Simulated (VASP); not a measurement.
Runs of VASP 6.6.1 on C. The structure is that of space group I4_1/amd (No. 141), or close to it. The cells are those of the table. 

| potentials or basis | cell | cutoff (eV) | second run | gap on the mesh (eV) | pressure (GPa) |
| --- | --- | --- | --- | --- | --- |
| VASP PAW LDA potentials, release 64 (C) | a = 2.671, b = 2.401, c = 2.448 Å, angles 66.8, 55.8, 57.4°, 2 atoms | 520 | - | none | 9.3 |
| VASP PAW LDA potentials, release 64 (C_h) | a = 2.555, b = 2.463, c = 2.477 Å, angles 62.3, 58.6, 59.1°, 2 atoms | 910 | hard_potentials | 2.45 | 1.6 |
| VASP PAW LDA potentials, release 64 (C) | a = 2.635, b = 2.458, c = 2.417 Å, angles 65.4, 58.0, 56.5°, 2 atoms | 520 | - | (c) | 6.5 |
| VASP PAW LDA potentials, release 64 (C) | a = 2.476, b = 2.476, c = 2.541 Å, angles 59.1, 59.1, 61.7°, 2 atoms | 520 | - | 2.87 | 2.2 |
| VASP PAW LDA potentials, release 64 (C_h) | a = 2.613, b = 2.431, c = 2.461 Å, angles 64.6, 57.2, 58.3°, 2 atoms | 910 | hard_potentials | 0.72 | 4.1 |
| VASP PAW LDA potentials, release 64 (C) | a = 2.616, b = 2.324, c = 2.578 Å, angles 64.3, 53.2, 62.6°, 2 atoms | 520 | - | 0.99 | 9.7 |
| VASP PAW LDA potentials, release 64 (C_h) | a = 2.671, b = 2.401, c = 2.448 Å, angles 66.8, 55.8, 57.4°, 2 atoms | 910 | hard_potentials | none | (b) |
| VASP PAW LDA potentials, release 64 (C_h) | a = 2.566, b = 2.475, c = 2.455 Å, angles 62.7, 59.0, 58.3°, 2 atoms | 910 | hard_potentials | 2.12 | 1.9 |
| VASP PAW LDA potentials, release 64 (C_h) | a = 2.574, b = 2.382, c = 2.548 Å, angles 62.8, 55.4, 61.7°, 2 atoms | 910 | hard_potentials | (a) | 4.3 |
| VASP PAW LDA potentials, release 64 (C_h) | a = 2.719, b = 2.360, c = 2.460 Å, angles 68.6, 53.9, 57.4°, 2 atoms | 910 | hard_potentials | none | 13.6 |
| VASP PAW LDA potentials, release 64 (C) | a = 2.566, b = 2.475, c = 2.455 Å, angles 62.7, 59.0, 58.3°, 2 atoms | 520 | - | 2.11 | 2.9 |
| VASP PAW LDA potentials, release 64 (C) | a = 2.577, b = 2.487, c = 2.433 Å, angles 63.2, 59.4, 57.4°, 2 atoms | 520 | - | 1.79 | 3.5 |

Alike in all rows: task single point; level LDA; no spin polarisation; k mesh 12 × 12 × 12; smearing gaussian 0.05 eV.

**Question.** Estimate the missing entries.

**Answer.** (a) 2.05; (b) 8.4; (c) 0.08.

Caveats: the cutoff is under 1.25 times the usual one of these potentials, so pressure, stress and relaxed cells hold a basis-set (Pulay) error (some runs).

A k mesh can miss the band edges.

A gap of «none» marks levels without a gap at the run's occupations.
